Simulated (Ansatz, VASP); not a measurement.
Two plane-wave programs on MgI2

Contents of INCAR:

```
SYSTEM = MgI2
PREC     = Accurate       ! precision mode
ENCUT    = 520            ! plane-wave cutoff, eV
EDIFF    = 1E-6           ! SCF threshold, eV
ISMEAR   = -1             ! smearing method
SIGMA    = 0.02           ! smearing width, eV
LREAL    = .FALSE.        ! projectors in reciprocal space
LASPH    = .TRUE.         ! aspherical terms in the spheres
NELM     = 100            ! most SCF steps
ALGO     = Normal         ! electronic algorithm
ISIF     = 2              ! what is computed and relaxed
LWAVE    = .FALSE.        ! write WAVECAR
LCHARG   = .FALSE.        ! write CHGCAR
GGA      = PE             ! functional
NBANDS   = 15             ! bands
```

KPOINTS

```
regular mesh
0
G
  12 12 4
  0 0 0
```

File POSCAR:

```
MgI2
1.0
    4.1566377955      0.0985123157      0.0000000000
   -1.9930047297      3.5504977673      0.0000000000
    0.0000000000      0.0000000000      6.8756120274
Mg I
1 2
Direct
    0.0000000000      0.0000000000      0.0000000000
    0.3336947613      0.6662607773      0.2427477451
    0.6663052387      0.3337392227      0.7572522549
```

Input for Ansatz:

```yaml
crystal:
  lattice:
    - [4.1566377955, 0.0985123157, 0.0]
    - [-1.9930047297, 3.5504977673, 0.0]
    - [0.0, 0.0, 6.8756120274]
  atoms:
    - { symbol: Mg, position: [0.0, 0.0, 0.0] }
    - { symbol: I, position: [0.3336947613, 0.6662607773, 0.2427477451] }
    - { symbol: I, position: [0.6663052387, 0.3337392227, 0.7572522549] }
kpoints:
  mp_grid: { grid: [12, 12, 4] }
  band_path:
    path:
      - [0.0, 0.0, 0.0]
      - [0.5, 0.0, 0.0]
      - [0.3333333333, 0.3333333333, 0.0]
      - [0.0, 0.0, 0.5]
      - [0.5, 0.0, 0.5]
      - [0.3333333333, 0.3333333333, 0.5]
      - [0.46875, -0.46875, 0.299479]
    npoints: 1
hamiltonian:
  xc: pbe
scf:
  occupations: { method: fermi_dirac, width: 0.02 }
  n_extra_bands: 4
output:
  forces: true
  stress: true
  eigenvalues: true
  write_density: true
  write_potential: true
  elf: true
  volumetric_format: npy
```

Change from the starting cell: shear_xy strain +4.7%.

Alike in both runs: task single point; functional PBE; k mesh 12 × 12 × 4; occupations fermi-dirac, width 0.02 eV; no spin polarisation.

```csv
,VASP,Ansatz
version,VASP 6.6.1,Ansatz 0.2.0
potentials or method,"VASP PAW PBE potentials, release 64 (Mg, I)","plane waves, PAW"
plane-wave cutoff (eV),520,420
valence electrons in the cell,16,44
```

|  | VASP | Ansatz | Ansatz less VASP |
| --- | --- | --- | --- |
| gap on the k mesh at the Fermi level (eV) | 3.33 | 3.35 | +0.018 |
| pressure (GPa) | 1.1 | 1.2 | +0.06 |
| traceless stress, the component that is largest in VASP (GPa) | -0.78 | -0.78 | -0.001 |
| rms of the force components (eV/Å) | 0.003 | 0.006 | +0.0026 |

Atom by atom the forces differ by 0.005 eV/Å (rms over components). With one functional, cell and mesh, what is left measures potentials, basis and numerics. VASP's potentials hold 16 valence electrons a cell and Ansatz's 44, so a difference there can come from the potentials and not from the codes.

Spin-orbit coupling is off throughout.
